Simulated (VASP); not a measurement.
BN:

```
B N
1.0
     2.55450    0.00000    0.00000
    -1.27725    2.21227    0.00000
     0.00000    0.00000    4.22453
B N
2 2
Direct
  0.66667 0.33333 0.00019
  0.33333 0.66667 0.50019
  0.66667 0.33333 0.37481
  0.33333 0.66667 0.87481
```

| Item | Value |
| --- | --- |
| Program | VASP 6.6.1 |
| Task | relaxation of cell and atoms |
| Functional | LDA |
| Potentials or basis | VASP PAW LDA potentials, release 64 (B, N) |
| Cutoff | 600 eV |
| k mesh | 12 × 12 × 6 |
| Occupations | fermi-dirac, width 0.02 eV |
| Spin | no spin polarisation |

At the start: pressure -13.1 GPa; volume 5.97 Å³/atom.

Q: How do energy, volume and symmetry change on relaxing?

A: Over 8 steps the energy falls by 8.6 meV/atom and the volume is 5.76 Å³/atom (-3.4 %); space group P6_3mc (No. 186, to 0.05 Å).

The path:
| step | energy change (eV) | largest force (eV/Å) | pressure (GPa) | volume (Å³) |
| --- | --- | --- | --- | --- |
| 1 | 0.0000 | 0.0046 | -13.10 | 23.87 |
| 2 | 0.0057 | 0.0664 | 15.81 | 22.23 |
| 3 | -0.0342 | 0.0275 | -0.10 | 23.06 |
| 4 | -0.0342 | 0.0282 | 0.18 | 23.05 |
| 5 | -0.0342 | 0.0316 | 0.20 | 23.05 |
| 6 | -0.0342 | 0.0001 | 0.19 | 23.05 |
| 7 | -0.0342 | 0.0000 | -0.13 | 23.07 |
| 8 | -0.0342 | 0.0001 | -0.01 | 23.06 |

Final structure:
```cif
data_structure
_symmetry_space_group_name_H-M 'P 1'
_symmetry_Int_Tables_number 1
_cell_length_a 2.5246
_cell_length_b 2.5246
_cell_length_c 4.1774
_cell_angle_alpha 90.000
_cell_angle_beta 90.000
_cell_angle_gamma 120.000
_cell_volume 23.06
loop_
_atom_site_label
_atom_site_type_symbol
_atom_site_fract_x
_atom_site_fract_y
_atom_site_fract_z
_atom_site_occupancy
B1 B 0.66667 0.33333 0.00030 1
B2 B 0.33333 0.66667 0.50030 1
N1 N 0.66667 0.33333 0.37470 1
N2 N 0.33333 0.66667 0.87470 1
```
